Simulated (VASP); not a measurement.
# WS2 in VASP: vibrations by perturbation theory with LDA

Aim: the vibrations by perturbation theory of WS2 with LDA.

Program: VASP 6.6.1. These are calculated values, not measurements. Logs are shortened: lines on timing, memory, paths and dates and some standing lists are left out, and cuts for length are marked.

### Step 1. The cell of the first run

The cell holds a slab with vacuum, 3 atoms: a = 3.184 Å, b = 3.184 Å, c = 16.951 Å, α = 90.00°, β = 90.00°, γ = 120.00°.

### Step 2. Vibrations by perturbation theory, LDA

INCAR reads:

```
SYSTEM = WS2
PREC     = Accurate       ! precision mode
ENCUT    = 520            ! plane-wave cutoff, eV
EDIFF    = 1E-8           ! SCF threshold, eV
ISMEAR   = 0              ! smearing method
SIGMA    = 0.05           ! smearing width, eV
LREAL    = .FALSE.        ! projectors in reciprocal space
LASPH    = .TRUE.         ! aspherical terms in the spheres
NELM     = 80             ! most SCF steps
ALGO     = Normal         ! electronic algorithm
ISIF     = 2              ! what is computed and relaxed
LWAVE    = .FALSE.        ! write WAVECAR
LCHARG   = .FALSE.        ! write CHGCAR
GGA      = CA             ! functional
NBANDS   = 20             ! bands
IBRION   = 8              ! ionic algorithm
NSW      = 1              ! ionic steps
```

KPOINTS reads:

```
regular mesh
0
G
  12 12 2
  0 0 0
```

POSCAR reads:

```
WS2
1.0
    3.1835163552      0.0000000000      0.0000000000
   -1.5917581776      2.7570060369      0.0000000000
    0.0000000000      0.0000000000     16.9505778900
W S
1 2
Direct
    0.3333333333      0.6666666667      0.0000000000
    0.6666666667      0.3333333333      0.9079994900
    0.6666666667      0.3333333333      0.0920005100
```

Potentials or basis: VASP PAW LDA potentials, release 64 (W_sv, S).

On the command line:

```console
$ cat potpaw_LDA.64/W_sv/POTCAR potpaw_LDA.64/S/POTCAR > POTCAR
$ mpirun -np 1 vasp_std > vasp.out
```

OUTCAR:

```text
SYSTEM = WS2
   PREC = Accurate
   ENCUT = 520
   EDIFF = 1E-8
   ISMEAR = 0
   LREAL = .FALSE.
   LASPH = .TRUE.
   NELM = 80
   ISIF = 2
   GGA = CA
   IBRION = 8
   NSW = 1

 ion  position               nearest neighbor table
   1  0.333  0.667  0.000-   2 2.41   3 2.41   2 2.41   3 2.41   2 2.41   3 2.41
   2  0.667  0.333  0.908-   1 2.41   1 2.41   1 2.41
   3  0.667  0.333  0.092-   1 2.41   1 2.41   1 2.41

  LATTYP: Found a hexagonal cell.
 ALAT       =     3.1835163552
 C/A-ratio  =     5.3244827413

  Lattice vectors:

 A1 = (   3.1835163552,   0.0000000000,   0.0000000000)
 A2 = (  -1.5917581776,   2.7570060369,   0.0000000000)
 A3 = (   0.0000000000,   0.0000000000,  16.9505778900)

Analysis of symmetry for initial positions (statically):
=====================================================================
 Subroutine PRICEL returns:
 Original cell was already a primitive cell.

 Routine SETGRP: Setting up the symmetry group for a
 hexagonal supercell.

 Subroutine GETGRP returns: Found 12 space group operations
 (whereof 12 operations were pure point group operations)
 out of a pool of 24 trial point group operations.

The static configuration has the point symmetry D_3h.

Analysis of symmetry for dynamics (positions and initial velocities):
=====================================================================
 Subroutine PRICEL returns:
 Original cell was already a primitive cell.

 Routine SETGRP: Setting up the symmetry group for a
 hexagonal supercell.

 Subroutine GETGRP returns: Found 12 space group operations
 (whereof 12 operations were pure point group operations)
 out of a pool of 24 trial point group operations.

The dynamic configuration has the point symmetry D_3h.

 Subroutine INISYM returns: Found 12 space group operations
 (whereof 12 operations are pure point group operations),
 and found     1 'primitive' translations

----------------------------------------------------------------------------------------

                                     Primitive cell

  volume of cell :     148.7748

  direct lattice vectors                    reciprocal lattice vectors
     3.183516355  0.000000000  0.000000000     0.314118066  0.181356150  0.000000000
    -1.591758178  2.757006037  0.000000000     0.000000000  0.362712300  0.000000000
     0.000000000  0.000000000 16.950577890     0.000000000  0.000000000  0.058995039

  length of vectors
     3.183516355  3.183516355 16.950577890     0.362712300  0.362712300  0.058995039

  position of ions in fractional coordinates (direct lattice)
     0.333333333  0.666666667  0.000000000
     0.666666667  0.333333333  0.907999490
     0.666666667  0.333333333  0.092000510

  ion indices of the primitive-cell ions
   primitive index   ion index
                 1           1
                 2           2
                 3           3

----------------------------------------------------------------------------------------

 KPOINTS: regular mesh

Automatic generation of k-mesh.
 Grid dimensions read from file:
 generate k-points for:   12   12    2

 Generating k-lattice:

[... 90 lines left out ...]
   LEPSILON=     F    determine dielectric tensor
   LRPA    =     F    only Hartree local field effects (RPA)
 non-spin polarized calculation
 Gauss-broadening in eV      SIGMA  =   0.05
  energy-cutoff  :      520.00
  volume of cell :      148.77
 maximum number of plane-waves:      4032
 NGX is ok and might be reduce to    24
   NGX = 11   NGY = 11   NGZ = 63

--------------------------------------- Ionic step        1  -------------------------------------------

 number of electron      25.9999999 magnetization

 Free energy of the ion-electron system (eV)
  ---------------------------------------------------
  ext. energy  EPLUGINS =         0.00000000
  ---------------------------------------------------
  free energy    TOTEN  =       -26.11643658 eV

  energy without entropy =      -26.11643658  energy(sigma->0) =      -26.11643658

 E-fermi :  -1.0660     XC(G=0):  -4.6342

 val. band max:       -1.4529742157   @ k =   0.0000   0.0000   0.5000
 cond. band min:       0.3305360018   @ k =   0.3333   0.3333   0.0000
 fundamental gap:      1.7835102175
 Fermi energy:        -1.0659807611

 k-point     1 :       0.0000    0.0000    0.0000
  band No.  band energies     occupation
      1     -74.9872      2.00000
      2     -39.4953      2.00000
      3     -39.3359      2.00000
      4     -39.3359      2.00000
      5     -16.1091      2.00000
      6     -14.4282      2.00000
[... 541 lines left out ...]
     19       5.8495      0.00000
     20       5.9944      0.00000

 [... further k-points ...]

------------------------ aborting loop because EDIFF is reached ----------------------------------------

  FORCE on cell =-STRESS in cart. coord.  units (eV):
  Direction    XX          YY          ZZ          XY          YZ          ZX
  --------------------------------------------------------------------------------------
  -------------------------------------------------------------------------------------
  Total       -2.1420224     -2.1420224     -1.1430193      0.0000000     -0.0000000      0.0000000
  in kB      -23.0677519    -23.0677519    -12.3093424      0.0000000     -0.0000000      0.0000000
  external PRESSURE =     -19.4816154 kB  Pullay stress =       0.0000000 kB

 VOLUME and BASIS-vectors are now :
 -----------------------------------------------------------------------------
  energy-cutoff  :      520.00
  volume of cell :      148.77
      direct lattice vectors                 reciprocal lattice vectors
     3.183516355  0.000000000  0.000000000     0.314118066  0.181356150  0.000000000
    -1.591758178  2.757006037  0.000000000     0.000000000  0.362712300  0.000000000
     0.000000000  0.000000000 16.950577890     0.000000000  0.000000000  0.058995039

 POSITION                                       TOTAL-FORCE (eV/Angst)
 -----------------------------------------------------------------------------------
     -0.00000      1.83800      0.00000        -0.000000      0.000000      0.000000
      1.59176      0.91900     15.39112         0.000000     -0.000000      0.357296
      1.59176      0.91900      1.55946         0.000000     -0.000000     -0.357296
 -----------------------------------------------------------------------------------
    total drift:                               -0.000000      0.000000     -0.000000

  FREE ENERGIE OF THE ION-ELECTRON SYSTEM (eV)
  ---------------------------------------------------
  free  energy   TOTEN  =       -26.1164365810 eV

  energy  without entropy=      -26.1164365810  energy(sigma->0) =      -26.11643658

[... ionic steps 2 to 3 ...]

--------------------------------------- Ionic step        4  -------------------------------------------

------------------------ aborting loop because EDIFF is reached ----------------------------------------
[... 11 lines left out ...]
[... ionic steps 8 to 8 ...]

--------------------------------------- Ionic step        9  -------------------------------------------

 Free energy of the ion-electron system (eV)
  ---------------------------------------------------
  ---------------------------------------------------
  free energy    TOTEN  =        -0.15110973 eV

  energy without entropy =       -0.15110973

------------------------ aborting loop because EDIFF is reached ----------------------------------------

 INTERNAL STRAIN TENSOR  FOR ION    2  DIRECTION 3   (eV/Angst):
 -----------------------------------------------------------------------------
    10.96725 -0.00000  0.00000
     0.00000 10.96725  0.00000
    -0.00000 -0.00000 30.93896

 INTERNAL STRAIN TENSOR FOR ION    3 for displacements in x,y,z  (eV/Angst):
          X           Y           Z          XY          YZ          ZX
  --------------------------------------------------------------------------------
  x    -0.00000     0.00000     0.00000     3.05576    -0.00000   -14.22960
  y     3.05576    -3.05576    -0.00000     0.00000   -15.55940    -0.00000
  z   -10.96725   -10.96725   -30.93896     0.00000    -0.00000     0.00000

 SECOND DERIVATIVES (NOT SYMMETRIZED)
 ------------------------------------
               1X          1Y          1Z          2X          2Y          2Z          3X          3Y          3Z
  1X   -20.868896   -0.000000    0.000000   10.434448   -0.000000    0.000000   10.434448   -0.000000    0.000000
  1Y     0.000000  -20.868896    0.000000    0.000000   10.434448    0.000000    0.000000   10.434448    0.000000
  1Z    -0.000000    0.000000  -31.592554    0.000000    0.000000   15.796277    0.000000    0.000000   15.796277
  2X    10.440561    0.000000    0.000000  -10.108409    0.000000   -0.000000   -0.332152    0.000000    0.000000
  2Y     0.000000   10.440561    0.000000    0.000000  -10.108409    0.000000    0.000000   -0.332152   -0.000000
  2Z     0.000000    0.000000   15.799730    0.000000   -0.000000  -17.713671    0.000000    0.000000    1.913941
  3X    10.440561    0.000000    0.000000   -0.332152    0.000000    0.000000  -10.108409    0.000000    0.000000
  3Y     0.000000   10.440561    0.000000    0.000000   -0.332152   -0.000000    0.000000  -10.108409   -0.000000
  3Z     0.000000    0.000000   15.799730   -0.000000    0.000000    1.913941    0.000000   -0.000000  -17.713671

 Eigenvectors and eigenvalues of the dynamical matrix
 ----------------------------------------------------

   1 f  =   12.744393 THz    80.075383 2PiTHz  425.107195 cm-1    52.706551 meV
             X         Y         Z           dx          dy          dz
     -0.000000  1.838004  0.000000    -0.000000   -0.000000   -0.508501
      1.591758  0.919002 15.391116     0.000000    0.000000    0.608862
      1.591758  0.919002  1.559462     0.000000    0.000000    0.608862
[... 43 lines left out ...]
   9 f/i=    0.001328 THz     0.008346 2PiTHz    0.044305 cm-1     0.005493 meV
             X         Y         Z           dx          dy          dz
     -0.000000  1.838004  0.000000    -0.780221   -0.364352    0.000000
      1.591758  0.919002 15.391116    -0.325747   -0.152119    0.000000
      1.591758  0.919002  1.559462    -0.325747   -0.152119    0.000000

--------------------------------------------------------------------------------------------------------

 ELASTIC MODULI CONTR FROM IONIC RELAXATION (kBar)
 Direction    XX          YY          ZZ          XY          YZ          ZX
 --------------------------------------------------------------------------------
 XX        -149.0992   -114.8799   -372.3465      0.0000      0.0000      0.0000
 YY        -114.8799   -149.0992   -372.3465     -0.0000      0.0000      0.0000
 ZZ        -372.3465   -372.3465  -1050.4012     -0.0000      0.0000      0.0000
 XY           0.0000     -0.0000     -0.0000    -17.1097      0.0000     -0.0000
 YZ           0.0000      0.0000      0.0000      0.0000   -533.3651      0.0000
 ZX           0.0000      0.0000      0.0000     -0.0000      0.0000   -446.0918
 --------------------------------------------------------------------------------
```

Wall time 59 min (1 thread of Oxide Virtual Turin-like, shared host); peak memory 0.91 GiB.

Results:

- Highest phonon frequency at Γ, LO-TO splitting left out: 425 cm⁻¹

Phonon frequencies in cm⁻¹ (negative: imaginary):
```csv
q point,frequencies
"(0.000, 0.000, 0.000)",0 0 0 288 288 346 346 408 425
```

Caveat: the cell stands under pressure or tension, which shifts response properties; there is no dipole correction, which matters where the two faces differ; spin-orbit coupling is left out, which moves the levels of the heavy elements.
